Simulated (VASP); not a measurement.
# ZnO (P6_3mc) in VASP: notebook

ZnO is run at these levels: r2SCAN; tasks: single point.

Everything below comes from runs of VASP 6.6.1. Logs are shortened: lines on timing, memory, paths and dates and some standing lists are left out, and cuts for length are marked.

### 1 The cell of the first run

The structure is hexagonal, space group P6_3mc (No. 186). Conventional cell: a = 3.494 Å, b = 3.494 Å, c = 5.628 Å, α = 90.00°, β = 90.00°, γ = 120.00°. Within 2.8 Å of Zn (site symmetry 3m) lie 4 O at 2.13 to 2.14 Å. Within 2.8 Å of O (site symmetry 3m) lie 4 Zn at 2.13 to 2.14 Å.

### 2 Single point, r2SCAN (strain +0.080 along x and y, +0.080 along z)

File POSCAR:

```
ZnO
1.0
    3.4940166523      0.0000000000      0.0000000000
   -1.7470083261      3.0259071821      0.0000000000
    0.0000000000      0.0000000000      5.6283293093
Zn O
2 2
Direct
    0.3333333333      0.6666666667      0.0012360734
    0.6666666667      0.3333333333      0.5012360734
    0.3333333333      0.6666666667      0.3808639266
    0.6666666667      0.3333333333      0.8808639266
```

File INCAR.step1:

```
SYSTEM = ZnO
  ALGO = Normal
  EDIFF = 1E-4
  ENCUT = 520
  GGA = PE
  ISMEAR = 0
  LASPH = .TRUE.
  LCHARG = .FALSE.
  LREAL = .FALSE.
  LWAVE = .TRUE.
  NBANDS = 26
  NELM = 80
  PREC = Accurate
  SIGMA = 0.05
```

File INCAR.step2:

```
SYSTEM = ZnO
  ALGO = Normal
  EDIFF = 1E-6
  ENCUT = 520
  ISIF = 2
  ISMEAR = 0
  ISTART = 1
  LASPH = .TRUE.
  LCHARG = .FALSE.
  LMIXTAU = .TRUE.
  LREAL = .FALSE.
  LWAVE = .FALSE.
  METAGGA = R2SCAN
  NBANDS = 26
  NELM = 80
  PREC = Accurate
  SIGMA = 0.05
```

File KPOINTS:

```
k-points
0
G
  12 12 6
  0 0 0
```

Potentials or basis: VASP PAW PBE potentials, release 64 (Zn, O).

Run with:

```console
$ cat potpaw_PBE.64/Zn/POTCAR potpaw_PBE.64/O/POTCAR > POTCAR
$ cp INCAR.step1 INCAR
$ mpirun -np 1 vasp_std > vasp.out
$ cp INCAR.step2 INCAR
$ mpirun -np 1 vasp_std > vasp.out
```

OUTCAR:

```text
SYSTEM = ZnO
   EDIFF = 1E-6
   ENCUT = 520
   ISIF = 2
   ISMEAR = 0
   ISTART = 1
   LASPH = .TRUE.
   LREAL = .FALSE.
   METAGGA = R2SCAN
   NELM = 80
   PREC = Accurate

 ion  position               nearest neighbor table
   1  0.333  0.667  0.001-   4 2.13   4 2.13   4 2.13   3 2.14
   2  0.667  0.333  0.501-   3 2.13   3 2.13   3 2.13   4 2.14
   3  0.333  0.667  0.381-   2 2.13   2 2.13   2 2.13   1 2.14
   4  0.667  0.333  0.881-   1 2.13   1 2.13   1 2.13   2 2.14

  LATTYP: Found a hexagonal cell.
 ALAT       =     3.4940166523
 C/A-ratio  =     1.6108478778

  Lattice vectors:

 A1 = (   3.4940166523,   0.0000000000,   0.0000000000)
 A2 = (  -1.7470083261,   3.0259071821,   0.0000000000)
 A3 = (   0.0000000000,   0.0000000000,   5.6283293093)

Analysis of symmetry for initial positions (statically):
=====================================================================
 Subroutine PRICEL returns:
 Original cell was already a primitive cell.

 Routine SETGRP: Setting up the symmetry group for a
 hexagonal supercell.

 Subroutine GETGRP returns: Found 12 space group operations
 (whereof  6 operations were pure point group operations)
 out of a pool of 24 trial point group operations.

The static configuration has the point symmetry C_3v.
 The point group associated with its full space group is C_6v.

Analysis of symmetry for dynamics (positions and initial velocities):
=====================================================================
 Subroutine PRICEL returns:
 Original cell was already a primitive cell.

 Routine SETGRP: Setting up the symmetry group for a
 hexagonal supercell.

 Subroutine GETGRP returns: Found 12 space group operations
 (whereof  6 operations were pure point group operations)
 out of a pool of 24 trial point group operations.

The dynamic configuration has the point symmetry C_3v.
 The point group associated with its full space group is C_6v.

 Subroutine INISYM returns: Found 12 space group operations
 (whereof  6 operations are pure point group operations),
 and found     1 'primitive' translations

----------------------------------------------------------------------------------------

                                     Primitive cell

  volume of cell :      59.5059

  direct lattice vectors                    reciprocal lattice vectors
     3.494016652  0.000000000  0.000000000     0.286203559  0.165239702  0.000000000
    -1.747008326  3.025907182  0.000000000     0.000000000  0.330479403  0.000000000
     0.000000000  0.000000000  5.628329309     0.000000000  0.000000000  0.177672617

  length of vectors
     3.494016652  3.494016652  5.628329309     0.330479403  0.330479403  0.177672617

  position of ions in fractional coordinates (direct lattice)
     0.333333333  0.666666667  0.001236073
     0.666666667  0.333333333  0.501236073
     0.333333333  0.666666667  0.380863927
     0.666666667  0.333333333  0.880863927

  ion indices of the primitive-cell ions
   primitive index   ion index
                 1           1
                 2           2
                 3           3
                 4           4

----------------------------------------------------------------------------------------

 KPOINTS: k-points

Automatic generation of k-mesh.
 Grid dimensions read from file:
 generate k-points for:   12   12    6

 Generating k-lattice:

  Cartesian coordinates                     Fractional coordinates (reciprocal lattice)
     0.023850297  0.013769975  0.000000000     0.083333333  0.000000000  0.000000000
     0.000000000  0.027539950  0.000000000     0.000000000  0.083333333  0.000000000
     0.000000000  0.000000000  0.029612103     0.000000000  0.000000000  0.166666667

  Length of vectors
     0.027539950  0.027539950  0.029612103

  Shift w.r.t. Gamma in fractional coordinates (k-lattice)
     0.000000000  0.000000000  0.000000000

 Subroutine IBZKPT returns following result:
 ===========================================

 Found     76 irreducible k-points:

 Following reciprocal coordinates:
            Coordinates               Weight
  0.000000  0.000000  0.000000      1.000000
  0.083333  0.000000  0.000000      6.000000
  0.166667  0.000000  0.000000      6.000000
  0.250000  0.000000  0.000000      6.000000
  0.333333 -0.000000  0.000000      6.000000
  0.416667  0.000000  0.000000      6.000000
[... 16 lines left out ...]
  0.250000  0.000000  0.166667     12.000000
  0.333333 -0.000000  0.166667     12.000000
 [... further k-points ...]
   k-points           NKPTS =     76   k-points in BZ     NKDIM =     76   number of bands    NBANDS=     26
   number of dos      NEDOS =    301   number of ions     NIONS =      4
   total plane-waves  NPLWV =  32928
   dimension x,y,z NGX =    28 NGY =   28 NGZ =   42
   dimension x,y,z NGXF=    56 NGYF=   56 NGZF=   84
   ions per type =               2   2
   NGX,Y,Z   is equivalent  to a cutoff of  13.32, 13.32, 12.41 a.u.
   NGXF,Y,Z  is equivalent  to a cutoff of  26.64, 26.64, 24.81 a.u.
 SYSTEM =  ZnO
   PREC   = accura    normal or accurate (medium, high low for compatibility)
   ISTART =      1    job   : 0-new  1-cont  2-samecut
   ICHARG =      0    charge: 1-file 2-atom 10-const
   ISPIN  =      1    spin polarized calculation?
   LNONCOLLINEAR =      F non collinear calculations
   LSORBIT =      F    spin-orbit coupling
   LASPH  =      T    aspherical Exc in radial PAW
   ENCUT  =  520.0 eV  38.22 Ry    6.18 a.u.   6.50  6.50 10.46*2*pi/ulx,y,z
   NELM   =     80;   NELMIN=  2; NELMDL=  0     # of ELM steps
   EDIFF  = 0.1E-05   stopping-criterion for ELM
   LREAL  =      F    real-space projection
   EDIFFG = 0.1E-04   stopping-criterion for IOM
   NSW    =      0    number of steps for IOM
   IBRION =     -1    ionic relax: 0-MD 1-quasi-New 2-CG
   NFREE  =      0    steps in history (QN), initial steepest desc. (CG)
   ISIF   =      2    stress and relaxation
   ISYM   =      2    0-nonsym 1-usesym 2-fastsym
   POTIM  = 0.5000    time-step for ionic-motion
   TEBEG  =    0.0;   TEEND  =   0.0 temperature during run
   PSTRESS=    0.0 pullay stress
   NELECT =      36.0000    total number of electrons
   NUPDOWN=      -1.0000    fix difference up-down
   EMIN   =  10.00;   EMAX   =-10.00  energy-range for DOS
   EFERMI =   0.00;   METHOD = LEGACY
   ISMEAR =     0;   SIGMA  =   0.05  broadening in eV -4-tet -1-fermi 0-gaus
   EFERMI_NEDOS =   21; number of points for ismear=-14 and -15
   IALGO  =     38    algorithm
   IMIX   =      4    mixing-type and parameters
     AMIX     =   0.40;   BMIX     =  1.00
     AMIX_MAG =   1.60;   BMIX_MAG =  1.00
  volume/ion in A,a.u.               =      14.88       100.39
  Fermi-wavevector in a.u.,A,eV,Ry     =   1.384594  2.616502 26.083720  1.917099
  Thomas-Fermi vector in A             =   2.509083
   LORBIT       =      0    0 simple, 1 ext, 2 COOP (PROOUT), +10 PAW based schemes
   METAGGA = R2SCAN    functional components
   LHFCALC =     F    Hartree Fock is set to
   AEXX    =    0.0000 exact exchange contribution
   IVDW    =     0    specifies the selected vdW correction
   LEPSILON=     F    determine dielectric tensor
   LRPA    =     F    only Hartree local field effects (RPA)
 non-spin polarized calculation
 Gauss-broadening in eV      SIGMA  =   0.05
  energy-cutoff  :      520.00
  volume of cell :       59.51
 maximum number of plane-waves:      1641
 NGX is ok and might be reduce to    28
   NGX = 13   NGY = 13   NGZ = 21

 number of electron      36.0000018 magnetization

 Free energy of the ion-electron system (eV)
  ---------------------------------------------------
  ext. energy  EPLUGINS =         0.00000000
  ---------------------------------------------------
  free energy    TOTEN  =       -35.38175412 eV

  energy without entropy =      -35.38175412  energy(sigma->0) =      -35.38175412

 E-fermi :  -0.6507     XC(G=0): -10.4280

 val. band max:       -0.8988308037   @ k =   0.0000   0.0000   0.0000
 cond. band min:      -0.0484879125   @ k =   0.0000   0.0000   0.0000
 fundamental gap:      0.8503428912
 Fermi energy:        -0.6506520493

 k-point     1 :       0.0000    0.0000    0.0000
  band No.  band energies     occupation
      1     -18.4441      2.00000
      2     -18.0331      2.00000
      3      -5.9589      2.00000
      4      -5.9588      2.00000
      5      -5.9340      2.00000
      6      -5.8270      2.00000
[... 18 lines left out ...]
     25      12.5788      0.00000
     26      12.5790      0.00000

 k-point     2 :       0.0833    0.0000    0.0000
  band No.  band energies     occupation
      1     -18.4215      2.00000
      2     -18.0231      2.00000
      3      -5.9723      2.00000
      4      -5.9436      2.00000
      5      -5.9156      2.00000
      6      -5.8214      2.00000
[... 18 lines left out ...]
     25      12.5669      0.00000
     26      12.6399      0.00000

 k-point     3 :       0.1667    0.0000    0.0000
  band No.  band energies     occupation
      1     -18.3588      2.00000
      2     -17.9968      2.00000
      3      -5.9934      2.00000
      4      -5.9038      2.00000
      5      -5.8810      2.00000
      6      -5.7953      2.00000
[... 18 lines left out ...]
     25      12.5075      0.00000
     26      12.6970      0.00000

 k-point     4 :       0.2500    0.0000    0.0000
  band No.  band energies     occupation
      1     -18.2687      2.00000
      2     -17.9636      2.00000
      3      -6.0031      2.00000
      4      -5.8553      2.00000
      5      -5.8499      2.00000
      6      -5.7264      2.00000
[... 18 lines left out ...]
     25      11.8883      0.00000
     26      12.5833      0.00000
[... 496 lines left out ...]
      1     -18.3349      2.00000
      2     -18.0214      2.00000
      3      -6.0003      2.00000
      4      -5.8963      2.00000
      5      -5.8868      2.00000
      6      -5.8108      2.00000
[... 18 lines left out ...]
     25      11.8408      0.00000
     26      12.5455      0.00000

 k-point    23 :       0.2500    0.0000    0.1667
  band No.  band energies     occupation
      1     -18.2483      2.00000
      2     -17.9840      2.00000
      3      -6.0111      2.00000
      4      -5.8658      2.00000
      5      -5.8447      2.00000
      6      -5.7390      2.00000
[... 18 lines left out ...]
     25      11.8952      0.00000
     26      12.4806      0.00000

 k-point    24 :       0.3333   -0.0000    0.1667
  band No.  band energies     occupation
      1     -18.1545      2.00000
      2     -17.9518      2.00000
      3      -6.0016      2.00000
      4      -5.8357      2.00000
      5      -5.8015      2.00000
      6      -5.6284      2.00000
[... 18 lines left out ...]
     25      11.9804      0.00000
     26      12.3815      0.00000

 [... further k-points ...]

------------------------ aborting loop because EDIFF is reached ----------------------------------------

  FORCE on cell =-STRESS in cart. coord.  units (eV):
  Direction    XX          YY          ZZ          XY          YZ          ZX
  --------------------------------------------------------------------------------------
  -------------------------------------------------------------------------------------
  Total       -7.6468360     -7.6468360     -7.5020784     -0.0000000     -0.0000000     -0.0000000
  in kB     -205.8885943   -205.8885943   -201.9910406     -0.0000000     -0.0000000     -0.0000000
  external PRESSURE =    -204.5894097 kB  Pullay stress =       0.0000000 kB

 VOLUME and BASIS-vectors are now :
 -----------------------------------------------------------------------------
  energy-cutoff  :      520.00
  volume of cell :       59.51
      direct lattice vectors                 reciprocal lattice vectors
     3.494016652  0.000000000  0.000000000     0.286203559  0.165239702  0.000000000
    -1.747008326  3.025907182  0.000000000     0.000000000  0.330479403  0.000000000
     0.000000000  0.000000000  5.628329309     0.000000000  0.000000000  0.177672617

 POSITION                                       TOTAL-FORCE (eV/Angst)
 -----------------------------------------------------------------------------------
     -0.00000      2.01727      0.00696        -0.000000      0.000000     -0.005725
      1.74701      1.00864      2.82112         0.000000     -0.000000     -0.005725
     -0.00000      2.01727      2.14363        -0.000000      0.000000      0.005725
      1.74701      1.00864      4.95779        -0.000000      0.000000      0.005725
 -----------------------------------------------------------------------------------
    total drift:                                0.000000      0.000001     -0.037215

  FREE ENERGIE OF THE ION-ELECTRON SYSTEM (eV)
  ---------------------------------------------------
  free  energy   TOTEN  =       -35.3817541230 eV

  energy  without entropy=      -35.3817541230  energy(sigma->0) =      -35.38175412
```

Wall time 5.8 min (1 thread of Intel Xeon Platinum 8259CL at 2.50GHz (Skylake/Cascade Lake), shared host); peak memory 0.25 GiB.

Results:

* Free energy: -35.3818 eV
* Pressure: -20.5 GPa
* Largest force: 0.006 eV/Å
* Band gap on the k mesh: 0.85 eV

Forces on the atoms (eV/Å):
```
Zn   0.000  0.000 -0.006
Zn   0.000  0.000 -0.006
O    0.000  0.000  0.006
O    0.000  0.000  0.006
```

Stress tensor (GPa, compression positive):
```
-20.59   0.00   0.00
  0.00 -20.59   0.00
  0.00   0.00 -20.20
```

Levels at points of the mesh, in eV from the valence-band top:
```tsv
k point	band 15	band 16	band 17	band 18	band 19	band 20	band 21	band 22
(0.00, 0.00, 0.00)	-0.57	-0.03	0.00	0.00	0.85	4.93	7.97	12.47
(0.50, 0.00, 0.00)	-2.17	-1.61	-0.95	-0.59	5.36	6.94	7.65	7.69
(0.00, 0.00, 0.50)	-0.28	-0.28	-0.28	-0.28	3.31	3.31	9.77	9.77
(0.50, 0.00, 0.50)	-1.08	-1.08	-1.01	-1.01	5.70	5.70	7.83	7.83
```

Caveat: the cell differs from its parent crystal (strain +0.080 along x and y, +0.080 along z); the cell stands under tension; the PAW data sets were made with another functional, which shifts forces and pressure a little.

(Continued in part 2 of 2.)
